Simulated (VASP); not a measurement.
# NiPt: single point with LDA

The system is NiPt.

```
CELL_PARAMETERS angstrom
2.70994 0.00000 0.00000
0.00000 2.70994 0.00000
0.00000 0.00000 3.57832
ATOMIC_POSITIONS crystal
Ni 0.50000 0.50000 0.50000
Pt 0.00000 0.00000 0.00000
```

```yaml
Program: VASP 6.6.1
Task: single point
Functional: LDA
Potentials_or_basis: VASP PAW LDA potentials, release 64 (Ni, Pt)
Cutoff: 520 eV
k_mesh: 11 × 11 × 8
Occupations: fermi-dirac, width 0.1 eV
Spin: collinear spin, zero start
Starting_moments: "[0.0, 0.0] μB"
Fixed_moment: 0 μB
```

| Property | Result |
| --- | --- |
| Pressure | -12.5 GPa |
| Net moment | 0.00 μB per cell |
| Valence electrons inside the program's atomic spheres | Ni 9.24; Pt 9.37 |

Stress tensor (GPa, compression positive):
```
-12.75   0.00   0.00
  0.00 -12.75   0.00
  0.00   0.00 -12.00
```

It took 53 s on 1 thread of AMD EPYC 9R45 96-Core Processor (Zen 5) (shared host), peak memory 0.17 GiB.

Caveat: the cell stands under tension; the total moment is fixed, so each spin has its own Fermi level.
